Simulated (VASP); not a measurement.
Write the native input for VASP 6.6.1 that does the following.

```yaml
Task: relaxation of cell and atoms
Functional: PBEsol
Potentials_or_basis: VASP PAW PBE potentials, release 64 (Mg)
Cutoff: 600 eV
k_mesh: 6 × 6 × 6
Occupations: gaussian, width 0.1 eV
Spin: no spin polarisation
Dipole_correction: no
Further_INCAR_settings: ALGO = Fast; EDIFF = 1e-06; IBRION = 2; EDIFFG = -0.04; NSW = 90; ISIF = 3
```

The structure of Mg lies in POSCAR:

```
Mg
1.0
    2.8624405726      0.0000000000      0.0000000000
    0.0000000000      2.8624405726      0.0000000000
    0.0000000000      0.0000000000      2.8624405726
Mg
1
Direct
    0.0000000000      0.0000000000      0.0000000000
```

The input as run:

INCAR

```
SYSTEM = Mg
  PREC = Accurate
  ENCUT = 600
  EDIFF = 1E-6
  ISMEAR = 0
  SIGMA = 0.1
  LREAL = .FALSE.
  LASPH = .TRUE.
  NELM = 80
  ALGO = Fast
  ISIF = 3
  LWAVE = .FALSE.
  LCHARG = .FALSE.
  GGA = PS
  IBRION = 2
  NSW = 90
  EDIFFG = -0.04
```

KPOINTS

```
Automatic mesh
0
G
  6 6 6
  0 0 0
```

Potentials or basis: VASP PAW PBE potentials, release 64 (Mg).

The run is started by

```console
$ cat potpaw_PBE.64/Mg/POTCAR > POTCAR
$ mpirun -np 1 vasp_std > vasp.out
```

It gave:

```yaml
Relaxed_volume: 27.37 Å³/atom
Relaxed_cell: a = 3.014 Å, b = 3.014 Å, c = 3.014 Å, α = 90.00°, β = 90.00°, γ = 90.00°
Space_group_after_relaxing_to_0.05_Å: Pm-3m (No. 221)
Energy_gained_by_relaxing: 50.5 meV/atom
Ionic_steps: 4
Pressure_after_relaxing: 0.0 GPa
Band_gap_on_the_k_mesh: zero (band 1 reaches 6.23 eV, above the bottom of band 2 at -0.25 eV)
```

Caveat: the k points lie up to 0.35 Å⁻¹ apart in the final cell; the volume moved by over 15 % at a fixed basis, so the end points are rough; the PAW data sets were made with another functional, which shifts forces and pressure a little.

Wall time 5.5 s on 1 thread of Intel(R) Xeon(R) Platinum 8488C (Sapphire Rapids) (shared host), peak memory 0.14 GiB.
